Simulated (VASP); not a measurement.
Set up this calculation in VASP 6.6.1, as the native input.

* Task: single point
* Functional: PBEsol
* Potentials or basis: VASP PAW PBE potentials, release 64 (Cd, Se)
* Cutoff: 520 eV
* k mesh: 10 × 10 × 10
* Occupations: gaussian, width 0.05 eV
* Spin: no spin polarisation
* Dipole correction: no
* Further INCAR settings: ALGO = Normal; EDIFF = 1e-06; NBANDS = 16

The structure of CdSe lies in POSCAR:

```
CdSe
1.0
    0.0000000000      2.5851131655      3.0413096065
    3.0413096065      0.0000000000      3.0413096065
    3.0413096065      2.5851131655      0.0000000000
Cd Se
1 1
Direct
    0.0000000000      0.0000000000      0.0000000000
    0.7500000000      0.7500000000      0.7500000000
```

This cell differs from its parent crystal: engineering shear strain xz +0.0000, normal strain along z -0.1500.

These files were run (other wordings do the same):

INCAR

```
PREC = Accurate
ENCUT = 520
EDIFF = 1E-6
ISMEAR = 0
SIGMA = 0.05
LREAL = False
LASPH = True
NELM = 80
ALGO = Normal
ISIF = 2
LWAVE = False
LCHARG = True
GGA = PS
LELF = True
LVHAR = True
NBANDS = 16
```

KPOINTS

```
regular mesh
0
Gamma
  10 10 10
```

Potentials or basis: VASP PAW PBE potentials, release 64 (Cd, Se).

Run with:

```console
$ cat potpaw_PBE.64/Cd/POTCAR potpaw_PBE.64/Se/POTCAR > POTCAR
$ mpirun -np 1 vasp_std > vasp.out
```

Results of the run:

- Pressure: 11.9 GPa
- Band gap on the k mesh: 0.52 eV, direct

Caveat: the cell differs from its parent crystal (engineering shear strain xz +0.0000, normal strain along z -0.1500); the PAW data sets were made with another functional, which shifts forces and pressure a little.

It took 2.4 min on 1 thread of AMD EPYC 7R13, with other jobs on the host, peak memory 0.2 GiB.
